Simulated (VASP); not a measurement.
# ReS (Fm-3m) in VASP: further runs

Runs on ReS. Level: r2SCAN. Tasks: single point, relaxation of cell and atoms.

Everything below comes from runs of VASP 6.6.1. Logs are shortened: lines on timing, memory, paths and dates and some standing lists are left out, and cuts for length are marked.

### 1 The cell of the first run

The structure is cubic, space group Fm-3m (No. 225). Conventional cell: a = 4.968 Å, b = 4.968 Å, c = 4.968 Å, α = 90.00°, β = 90.00°, γ = 90.00°. Within 3.3 Å of Re (site symmetry m-3m) lie 6 S at 2.48 Å. Within 3.3 Å of S (site symmetry m-3m) lie 6 Re at 2.48 Å.

### 2 Single point, r2SCAN, collinear spin

POSCAR

```
ReS
1.0
    0.0000000000      2.4842001446      2.4842001446
    2.4842001446      0.0000000000      2.4842001446
    2.4842001446      2.4842001446      0.0000000000
Re S
1 1
Direct
    0.0000000000      0.0000000000      0.0000000000
    0.5000000000      0.5000000000      0.5000000000
```

INCAR.step1

```
PREC     = Accurate       # precision mode
ENCUT    = 520            # plane-wave cutoff, eV
ISMEAR   = 0              # smearing method
SIGMA    = 0.1            # smearing width, eV
LREAL    = F              # projectors in reciprocal space
LASPH    = T              # aspherical terms in the spheres
NELM     = 150            # most SCF steps
ISPIN    = 2              # spin polarisation
MAGMOM   = 2 0            # initial moments
LMAXMIX  = 4              # l up to which the mixer works
NBANDS   = 18             # bands
GGA      = PE             # functional
ALGO     = Normal         # electronic algorithm
EDIFF    = 1E-4           # SCF threshold, eV
LWAVE    = T              # write WAVECAR
LCHARG   = F              # write CHGCAR
```

INCAR.step2

```
PREC     = Accurate       # precision mode
ENCUT    = 520            # plane-wave cutoff, eV
EDIFF    = 1E-6           # SCF threshold, eV
ISMEAR   = 0              # smearing method
SIGMA    = 0.1            # smearing width, eV
LREAL    = F              # projectors in reciprocal space
LASPH    = T              # aspherical terms in the spheres
NELM     = 150            # most SCF steps
ALGO     = Normal         # electronic algorithm
ISIF     = 2              # what is computed and relaxed
LWAVE    = F              # write WAVECAR
LCHARG   = F              # write CHGCAR
ISPIN    = 2              # spin polarisation
MAGMOM   = 2 0            # initial moments
LORBIT   = 11             # projections on sites
LMAXMIX  = 4              # l up to which the mixer works
METAGGA  = R2SCAN         # meta-GGA
LMIXTAU  = T            
NBANDS   = 18             # bands
ISTART   = 1
```

KPOINTS

```
regular mesh
0
Gamma
  14 14 14
```

Potentials or basis: VASP PAW PBE potentials, release 64 (Re, S).

Command:

```console
> cat potpaw_PBE.64/Re/POTCAR potpaw_PBE.64/S/POTCAR > POTCAR
> cp INCAR.step1 INCAR
> mpirun -np 1 vasp_std > vasp.out
> cp INCAR.step2 INCAR
> mpirun -np 1 vasp_std > vasp.out
```

OUTCAR:

```text
PREC = Accurate
   ENCUT = 520
   EDIFF = 1E-6
   ISMEAR = 0
   LREAL = F
   LASPH = T
   NELM = 150
   ISIF = 2
   ISPIN = 2
   LORBIT = 11
   METAGGA = R2SCAN
   ISTART = 1

 ion  position               nearest neighbor table
   1  0.000  0.000  0.000-   2 2.48   2 2.48   2 2.48   2 2.48   2 2.48   2 2.48
   2  0.500  0.500  0.500-   1 2.48   1 2.48   1 2.48   1 2.48   1 2.48   1 2.48

  LATTYP: Found a face centered cubic cell.
 ALAT       =     4.9684002892

  Lattice vectors:

 A1 = (   0.0000000000,   2.4842001446,   2.4842001446)
 A2 = (   2.4842001446,   0.0000000000,   2.4842001446)
 A3 = (   2.4842001446,   2.4842001446,   0.0000000000)

Analysis of symmetry for initial positions (statically):
=====================================================================
 Subroutine PRICEL returns:
 Original cell was already a primitive cell.

 Routine SETGRP: Setting up the symmetry group for a
 face centered cubic supercell.

 Subroutine GETGRP returns: Found 48 space group operations
 (whereof 48 operations were pure point group operations)
 out of a pool of 48 trial point group operations.

The static configuration has the point symmetry O_h .

Analysis of symmetry for dynamics (positions and initial velocities):
=====================================================================
 Subroutine PRICEL returns:
 Original cell was already a primitive cell.

 Routine SETGRP: Setting up the symmetry group for a
 face centered cubic supercell.

 Subroutine GETGRP returns: Found 48 space group operations
 (whereof 48 operations were pure point group operations)
 out of a pool of 48 trial point group operations.

The dynamic configuration has the point symmetry O_h .

Analysis of structural, dynamic, and magnetic symmetry:
=====================================================================
 Subroutine PRICEL returns:
 Original cell was already a primitive cell.

 Routine SETGRP: Setting up the symmetry group for a
 face centered cubic supercell.

 Subroutine GETGRP returns: Found 48 space group operations
 (whereof 48 operations were pure point group operations)
 out of a pool of 48 trial point group operations.

The overall configuration has the point symmetry O_h .

[... 114 lines left out ...]
   EFERMI_NEDOS =   21; number of points for ismear=-14 and -15
   IALGO  =     38    algorithm
   IMIX   =      4    mixing-type and parameters
     AMIX     =   0.40;   BMIX     =  1.00
     AMIX_MAG =   1.60;   BMIX_MAG =  1.00
  volume/ion in A,a.u.               =      15.33       103.46
  Fermi-wavevector in a.u.,A,eV,Ry     =   1.229870  2.324118 20.579918  1.512581
  Thomas-Fermi vector in A             =   2.364741
   LORBIT       =     11    0 simple, 1 ext, 2 COOP (PROOUT), +10 PAW based schemes
   METAGGA = R2SCAN    functional components
   LHFCALC =     F    Hartree Fock is set to
   AEXX    =    0.0000 exact exchange contribution
   IVDW    =     0    specifies the selected vdW correction
   LEPSILON=     F    determine dielectric tensor
   LRPA    =     F    only Hartree local field effects (RPA)
 spin polarized calculation
 Gauss-broadening in eV      SIGMA  =   0.10
  energy-cutoff  :      520.00
  volume of cell :       30.66
 maximum number of plane-waves:       869
 NGX is ok and might be reduce to    28
   NGX = 13   NGY = 13   NGZ = 13

 number of electron      13.0000002 magnetization       1.9839870

 Free energy of the ion-electron system (eV)
  ---------------------------------------------------
  ext. energy  EPLUGINS =         0.00000000
  ---------------------------------------------------
  free energy    TOTEN  =       -58.64926269 eV

  energy without entropy =      -58.64354603  energy(sigma->0) =      -58.64640436

 E-fermi :   8.7695     XC(G=0): -13.0080

 val. band max:        8.7578837021   @ k =   0.5000   0.3571   0.1429
 cond. band min:       8.7739111100   @ k =   0.3571   0.0714   0.0000
 fundamental gap:      0.0160274079
 Fermi energy:         8.7695196533

 spin component 1

 k-point     1 :       0.0000    0.0000    0.0000
  band No.  band energies     occupation
      1      -8.9169      1.00000
      2       5.1216      1.00000
      3       5.1216      1.00000
      4       5.1217      1.00000
      5       5.4192      1.00000
      6       5.4192      1.00000
[... 493 lines left out ...]
     17      27.7203      0.00000
     18      29.8902      0.00000

 [... further k-points ...]

 spin component 2

 k-point     1 :       0.0000    0.0000    0.0000
  band No.  band energies     occupation
      1      -8.7823      1.00000
      2       5.4914      1.00000
      3       5.4914      1.00000
      4       5.4914      1.00000
      5       6.7564      1.00000
      6       6.7564      1.00000
[... 493 lines left out ...]
     17      28.4552      0.00000
     18      30.6013      0.00000

 [... further k-points ...]

------------------------ aborting loop because EDIFF is reached ----------------------------------------

  FORCE on cell =-STRESS in cart. coord.  units (eV):
  Direction    XX          YY          ZZ          XY          YZ          ZX
  --------------------------------------------------------------------------------------
  -------------------------------------------------------------------------------------
  Total        0.2107379      0.2107379      0.2107379      0.0000000     -0.0000000     -0.0000000
  in kB       11.0119324     11.0119324     11.0119324      0.0000000     -0.0000000     -0.0000000
  external PRESSURE =      11.0119324 kB  Pullay stress =       0.0000000 kB

 VOLUME and BASIS-vectors are now :
 -----------------------------------------------------------------------------
  energy-cutoff  :      520.00
  volume of cell :       30.66
      direct lattice vectors                 reciprocal lattice vectors
     0.000000000  2.484200145  2.484200145    -0.201272028  0.201272028  0.201272028
     2.484200145  0.000000000  2.484200145     0.201272028 -0.201272028  0.201272028
     2.484200145  2.484200145  0.000000000     0.201272028  0.201272028 -0.201272028

 POSITION                                       TOTAL-FORCE (eV/Angst)
 -----------------------------------------------------------------------------------
      0.00000      0.00000      0.00000         0.000000     -0.000000      0.000000
      2.48420      2.48420      2.48420        -0.000000      0.000000     -0.000000
 -----------------------------------------------------------------------------------
    total drift:                                0.000000      0.000000      0.000000

  FREE ENERGIE OF THE ION-ELECTRON SYSTEM (eV)
  ---------------------------------------------------
  free  energy   TOTEN  =       -58.6492626947 eV

  energy  without entropy=      -58.6435460322  energy(sigma->0) =      -58.64640436

 total charge

# of ion       s       p       d       tot
------------------------------------------
    1        0.444   0.382   4.999   5.825
    2        1.293   2.398   0.000   3.691
--------------------------------------------------
tot          1.737   2.780   4.999   9.516

 magnetization (x)

# of ion       s       p       d       tot
------------------------------------------
    1        0.087   0.010   1.856   1.953
    2        0.009   0.028   0.000   0.037
--------------------------------------------------
tot          0.096   0.038   1.856   1.990
```

Wall time 14 min (1 thread of Intel Xeon 8259CL, shared host); peak memory 0.25 GiB.

Results:

| Item | Value |
| --- | --- |
| Free energy | -58.6493 eV |
| Pressure | 1.1 GPa |
| Net moment | 1.98 μB per cell |
| Site moments | Re +1.95; S +0.04 μB |
| Valence electrons inside the program's atomic spheres | Re 5.83; S 3.69 |

Caveat: the PAW data sets were made with another functional, which shifts forces and pressure a little; spin-orbit coupling is left out, which moves the levels of the heavy elements.

### 3 Relaxation of cell and atoms, r2SCAN, collinear spin

This run uses another cell than the first one, of 13.26 Å³/atom.

POSCAR

```
ReS
1.0
    0.0000000000      2.3669614094      2.3669614094
    2.3669614094      0.0000000000      2.3669614094
    2.3669614094      2.3669614094      0.0000000000
Re S
1 1
Direct
    0.0000000000      0.0000000000      0.0000000000
    0.5000000000      0.5000000000      0.5000000000
```

INCAR.step1

```
SYSTEM = ReS
  ALGO = Normal
  EDIFF = 1E-4
  ENCUT = 600
  GGA = PE
  ISMEAR = 0
  ISPIN = 2
  LASPH = .True.
  LCHARG = .False.
  LMAXMIX = 4
  LREAL = .False.
  LWAVE = .True.
  MAGMOM = 1.01 0
  NELM = 150
  PREC = Accurate
  SIGMA = 0.1
```

INCAR.step2

```
SYSTEM = ReS
  ALGO = Normal
  EDIFF = 1E-6
  EDIFFG = -0.05
  ENCUT = 600
  IBRION = 2
  ISIF = 3
  ISMEAR = 0
  ISPIN = 2
  ISTART = 1
  LASPH = .True.
  LCHARG = .False.
  LMAXMIX = 4
  LMIXTAU = .True.
  LORBIT = 11
  LREAL = .False.
  LWAVE = .False.
  MAGMOM = 1.01 0
  METAGGA = R2SCAN
  NELM = 150
  NSW = 100
  PREC = Accurate
  SIGMA = 0.1
```

KPOINTS

```
k-points
0
Gamma
  8 8 8
  0 0 0
```

Potentials or basis: VASP PAW PBE potentials, release 64 (Re, S).

Command:

```console
> cat potpaw_PBE.64/Re/POTCAR potpaw_PBE.64/S/POTCAR > POTCAR
> cp INCAR.step1 INCAR
> mpirun -np 1 vasp_std > vasp.out
> cp INCAR.step2 INCAR
> mpirun -np 1 vasp_std > vasp.out
```

OUTCAR:

```text
SYSTEM = ReS
   EDIFF = 1E-6
   EDIFFG = -0.05
   ENCUT = 600
   IBRION = 2
   ISIF = 3
   ISMEAR = 0
   ISPIN = 2
   ISTART = 1
   LASPH = .True.
   LORBIT = 11
   LREAL = .False.
   METAGGA = R2SCAN
   NELM = 150
   NSW = 100
   PREC = Accurate

 ion  position               nearest neighbor table
   1  0.000  0.000  0.000-   2 2.37   2 2.37   2 2.37   2 2.37   2 2.37   2 2.37
   2  0.500  0.500  0.500-   1 2.37   1 2.37   1 2.37   1 2.37   1 2.37   1 2.37

  LATTYP: Found a face centered cubic cell.
 ALAT       =     4.7339228188

  Lattice vectors:

 A1 = (   0.0000000000,   2.3669614094,   2.3669614094)
 A2 = (   2.3669614094,   0.0000000000,   2.3669614094)
 A3 = (   2.3669614094,   2.3669614094,   0.0000000000)

Analysis of symmetry for initial positions (statically):
=====================================================================
 Subroutine PRICEL returns:
 Original cell was already a primitive cell.

 Routine SETGRP: Setting up the symmetry group for a
 face centered cubic supercell.

 Subroutine GETGRP returns: Found 48 space group operations
 (whereof 48 operations were pure point group operations)
 out of a pool of 48 trial point group operations.

The static configuration has the point symmetry O_h .

Analysis of symmetry for dynamics (positions and initial velocities):
=====================================================================
 Subroutine PRICEL returns:
 Original cell was already a primitive cell.

 Routine SETGRP: Setting up the symmetry group for a
 face centered cubic supercell.

 Subroutine GETGRP returns: Found 48 space group operations
 (whereof 48 operations were pure point group operations)
 out of a pool of 48 trial point group operations.

The dynamic configuration has the point symmetry O_h .

Analysis of structural, dynamic, and magnetic symmetry:
=====================================================================
 Subroutine PRICEL returns:
 Original cell was already a primitive cell.

 Routine SETGRP: Setting up the symmetry group for a
 face centered cubic supercell.

 Subroutine GETGRP returns: Found 48 space group operations
 (whereof 48 operations were pure point group operations)
[... 129 lines left out ...]
   AEXX    =    0.0000 exact exchange contribution
   IVDW    =     0    specifies the selected vdW correction
   LEPSILON=     F    determine dielectric tensor
   LRPA    =     F    only Hartree local field effects (RPA)
 conjugate gradient relaxation of ions
 spin polarized calculation
 Gauss-broadening in eV      SIGMA  =   0.10
  energy-cutoff  :      600.00
  volume of cell :       26.52
 maximum number of plane-waves:       905
   NGX = 13   NGY = 13   NGZ = 13

--------------------------------------- Ionic step        1  -------------------------------------------

 number of electron      13.0000001 magnetization       1.4037487

 Free energy of the ion-electron system (eV)
  ---------------------------------------------------
  ext. energy  EPLUGINS =         0.00000000
  ---------------------------------------------------
  free energy    TOTEN  =       -58.20373335 eV

  energy without entropy =      -58.19880895  energy(sigma->0) =      -58.20127115

 E-fermi :  10.6221     XC(G=0): -13.9019

 val. band max:       10.5611034879   @ k =   0.5000   0.3750   0.0000
 cond. band min:      10.6775259809   @ k =   0.3750   0.0000   0.0000
 fundamental gap:      0.1164224930
 Fermi energy:        10.6220507733

 spin component 1

 k-point     1 :       0.0000    0.0000    0.0000
  band No.  band energies     occupation
      1      -8.2116      1.00000
      2       6.5562      1.00000
      3       6.5562      1.00000
      4       6.5562      1.00000
      5       7.2498      1.00000
      6       7.2498      1.00000
      7       7.2499      1.00000
      8       7.4037      1.00000
      9       7.4039      1.00000
     10      14.6746      0.00000
     11      20.2370      0.00000
[... 769 lines left out ...]
--------------------------------------- Ionic step        4  -------------------------------------------

 number of electron      13.0000002 magnetization       1.9070581

 Free energy of the ion-electron system (eV)
  ---------------------------------------------------
  ext. energy  EPLUGINS =         0.00000000
  ---------------------------------------------------
  free energy    TOTEN  =       -58.64512368 eV

  energy without entropy =      -58.63919710  energy(sigma->0) =      -58.64216039

 E-fermi :   8.6579     XC(G=0): -12.9710

 val. band max:        8.6351114731   @ k =   0.5000   0.5000   0.0000
 cond. band min:       8.6736553662   @ k =   0.1250   0.1250   0.0000
 fundamental gap:      0.0385438932
 Fermi energy:         8.6578611519

 spin component 1

 k-point     1 :       0.0000    0.0000    0.0000
  band No.  band energies     occupation
      1      -8.9293      1.00000
      2       5.0796      1.00000
      3       5.0796      1.00000
      4       5.0797      1.00000
      5       5.3651      1.00000
      6       5.3651      1.00000
      7       5.3651      1.00000
      8       5.9240      1.00000
      9       5.9250      1.00000
     10      10.9298      0.00000
     11      18.2888      0.00000
[... 691 lines left out ...]
  FREE ENERGIE OF THE ION-ELECTRON SYSTEM (eV)
  ---------------------------------------------------
  free  energy   TOTEN  =       -58.6451236829 eV

  energy  without entropy=      -58.6391971018  energy(sigma->0) =      -58.64216039

 reached required accuracy - stopping structural energy minimisation

 total charge

# of ion       s       p       d       tot
------------------------------------------
    1        0.439   0.377   4.991   5.807
    2        1.293   2.395   0.000   3.688
--------------------------------------------------
tot          1.732   2.772   4.991   9.496

 magnetization (x)

# of ion       s       p       d       tot
------------------------------------------
    1        0.079   0.007   1.807   1.893
    2        0.008   0.021   0.000   0.029
--------------------------------------------------
tot          0.087   0.028   1.807   1.923
```

OSZICAR.step1:

```text
N       E                     dE             d eps       ncg     rms          rms(c)
DAV:   1     0.498746969117E+02    0.49875E+02   -0.67555E+03  2088   0.140E+03
DAV:   2    -0.124033122972E+02   -0.62278E+02   -0.58509E+02  2065   0.279E+02
DAV:   3    -0.147048401698E+02   -0.23015E+01   -0.22451E+01  2141   0.612E+01
DAV:   4    -0.147264424542E+02   -0.21602E-01   -0.21492E-01  2009   0.421E+00
DAV:   5    -0.147268644239E+02   -0.42197E-03   -0.42085E-03  1987   0.444E-01    0.364E+01
DAV:   6    -0.142254417155E+02    0.50142E+00   -0.21570E+00  2154   0.367E+01    0.163E+01
DAV:   7    -0.141910777788E+02    0.34364E-01   -0.79538E-02  2076   0.494E+00    0.732E+00
DAV:   8    -0.141841928918E+02    0.68849E-02   -0.11662E-02  2082   0.182E+00    0.149E+00
DAV:   9    -0.141840951357E+02    0.97756E-04   -0.35372E-04  1523   0.394E-01
   1 F= -.14184095E+02 E0= -.14175377E+02  d E =-.174369E-01  mag=     0.3255
```

It took 15 min on 1 thread of Intel Xeon 8259CL, shared host; peak memory 0.22 GiB.

Results:

- Free energy: -58.6451 eV
- Relaxed volume: 15.43 Å³/atom
- Relaxed cell: a = 3.520 Å, b = 3.520 Å, c = 3.520 Å, α = 60.00°, β = 60.00°, γ = 60.00°
- Space group after relaxing (to 0.1 Å): Fm-3m (No. 225)
- Energy gained by relaxing: 220.7 meV/atom
- Ionic steps: 4
- Pressure after relaxing: -0.3 GPa
- Net moment: 1.91 μB per cell
- Site moments: Re +1.89; S +0.03 μB
- Valence electrons inside the program's atomic spheres: Re 5.81; S 3.69

The path:
| step | energy change (eV) | largest force (eV/Å) | pressure (GPa) | volume (Å³) |
| --- | --- | --- | --- | --- |
| 1 | 0.0000 | 0.0000 | 36.85 | 26.52 |
| 2 | 0.3448 | 0.0000 | -19.60 | 40.04 |
| 3 | -0.4386 | 0.0000 | -2.34 | 31.19 |
| 4 | -0.4414 | 0.0000 | -0.29 | 30.85 |

Final structure:
```
Re S
1.0
     0.00000    2.48929    2.48929
     2.48929    0.00000    2.48929
     2.48929    2.48929    0.00000
Re S
1 1
Direct
  0.00000 0.00000 0.00000
  0.50000 0.50000 0.50000
```

Levels at points of the mesh, in eV from the Fermi level:
Spin up:
```
           k point  band 6  band 7  band 8  band 9  band 10  band 11
(0.00, 0.00, 0.00)   -3.29   -3.29   -2.73   -2.73     2.27     9.63
(0.50, 0.00, 0.00)   -1.26   -0.68    2.65    4.93     4.93     6.15
(0.50, 0.50, 0.00)   -1.68   -0.63   -0.63   -0.02     2.10    11.13
```
Spin down:
| k point | band 4 | band 5 | band 6 | band 7 | band 8 | band 9 |
| --- | --- | --- | --- | --- | --- | --- |
| (0.00, 0.00, 0.00) | -3.25 | -1.96 | -1.96 | -1.96 | -1.94 | -1.94 |
| (0.50, 0.00, 0.00) | -6.69 | 0.73 | 0.73 | 1.23 | 2.95 | 5.60 |
| (0.50, 0.50, 0.00) | -4.79 | -3.92 | -0.84 | 0.99 | 1.57 | 1.57 |

Caveat: the volume moved by over 15 % at a fixed basis, so the end points are rough; the PAW data sets were made with another functional, which shifts forces and pressure a little; spin-orbit coupling is left out, which moves the levels of the heavy elements.

[end of part 1 of 2]
